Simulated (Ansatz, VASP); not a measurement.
## SiNi3 in VASP and in Ansatz

INCAR

```
SYSTEM = SiNi3
PREC = Accurate
ENCUT = 520
EDIFF = 1E-7
ISMEAR = -1
SIGMA = 0.05
LREAL = .FALSE.
LASPH = .TRUE.
NELM = 150
ALGO = Normal
ISIF = 2
LWAVE = .FALSE.
LCHARG = .FALSE.
ISPIN = 2
MAGMOM = 2 2 2 0
LORBIT = 11
NUPDOWN = 6.0
LMAXMIX = 4
GGA = PE
NBANDS = 29
```

The input KPOINTS:

```
regular mesh
0
G
  6 6 6
  0 0 0
```

Contents of POSCAR:

```
SiNi3
1.0
    3.5420000000      0.0000000000      0.0000000000
    0.0000000000      3.5420000000      0.0000000000
    0.0000000000      0.0000000000      3.5420000000
Ni Si
3 1
Direct
    0.5000000000      0.5000000000      0.0000000000
    0.5000000000      0.0000000000      0.5000000000
    0.0000000000      0.5000000000      0.5000000000
    0.0000000000      0.0000000000      0.0000000000
```

Contents of input.yaml:

```yaml
crystal:
  lattice:
    - [3.542, 0.0, 0.0]
    - [0.0, 3.542, 0.0]
    - [0.0, 0.0, 3.542]
  atoms:
    - { symbol: Ni, position: [0.5, 0.5, 0.0], spin: 2.0 }
    - { symbol: Ni, position: [0.5, 0.0, 0.5], spin: 2.0 }
    - { symbol: Ni, position: [0.0, 0.5, 0.5], spin: 2.0 }
    - { symbol: Si, position: [0.0, 0.0, 0.0] }
hamiltonian:
  xc: pbe
  pseudopotentials: { kind: paw }
magnetization:
  spin_polarized: true
  initial_magnetization: 6.0
  spin_locking: { lock_magnetization: hard }
kpoints:
  mp_grid: { grid: [6, 6, 6] }
scf:
  occupations: { method: fermi_dirac, width: 0.05 }
  lower_state_search: "off"
output:
  forces: true
  stress: true
  eigenvalues: true
```

Alike in both runs: task single point; functional PBE; k mesh 6 × 6 × 6; occupations fermi-dirac, width 0.05 eV; collinear spin; fixed moment 6 μB.

```csv
,VASP,Ansatz
version,VASP 6.6.1,Ansatz 0.2.0
potentials or method,"VASP PAW PBE potentials, release 64 (Ni, Si)",Ansatz PAW
plane-wave cutoff (eV),520,420
valence electrons in the cell,34,58
```

VASP gave:

| Item | Value |
| --- | --- |
| pressure (GPa) | 25.1 |
| net moment per atom (μB) | 1.50 |
| size of the moment on the site where the two differ most (μB) | 0.43 |

Q: Which values does Ansatz return?

A: Pressure (GPa): 25.2; net moment per atom (μB): 1.50; size of the moment on the site where the two differ most (μB): 0.55.

Site moments also hang on the region over which each program counts them. With one functional, cell and mesh, what is left measures potentials, basis and numerics. VASP's potentials hold 34 valence electrons a cell and Ansatz's 58, so a difference there can come from the potentials and not from the codes.
